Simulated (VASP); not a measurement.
Here is a VASP 6.6.1 calculation.

File INCAR:

```
PREC = Accurate
ENCUT = 520
EDIFF = 1E-7
ISMEAR = -1
SIGMA = 0.05
LREAL = F
LASPH = T
NELM = 150
ALGO = Fast
ISIF = 2
LWAVE = F
LCHARG = T
ISPIN = 2
MAGMOM = 2
LORBIT = 11
LMAXMIX = 6
GGA = PE
LELF = T
LVHAR = T
NBANDS = 16
```

Contents of KPOINTS:

```
regular mesh
0
Gamma
  9 9 9
```

Contents of POSCAR:

```
Pr
1.0
   -2.1797440913      2.1797440913      1.8732901029
    2.1797440913     -2.1797440913      1.8732901029
    2.1797440913      2.1797440913     -1.8732901029
Pr
1
Direct
    0.0000000000      0.0000000000      0.0000000000
```

Potentials or basis: VASP PAW PBE potentials, release 64 (Pr).

The run is started by

```sh
$ cat potpaw_PBE.64/Pr/POTCAR > POTCAR
$ mpirun -np 1 vasp_std > vasp.out
```

Estimate the pressure.

-1.4 GPa.

What does it give for the net moment?

2.90 μB per cell.

Estimate the site moments.

Pr +2.28 μB.

Stress tensor (GPa, compression positive):
```
-1.60  0.00  0.00
 0.00 -1.60  0.00
 0.00  0.00 -1.08
```

Caveat: the magnetic or orbital state may not be the lowest. The state reached can hang on the start; a lower one may exist.
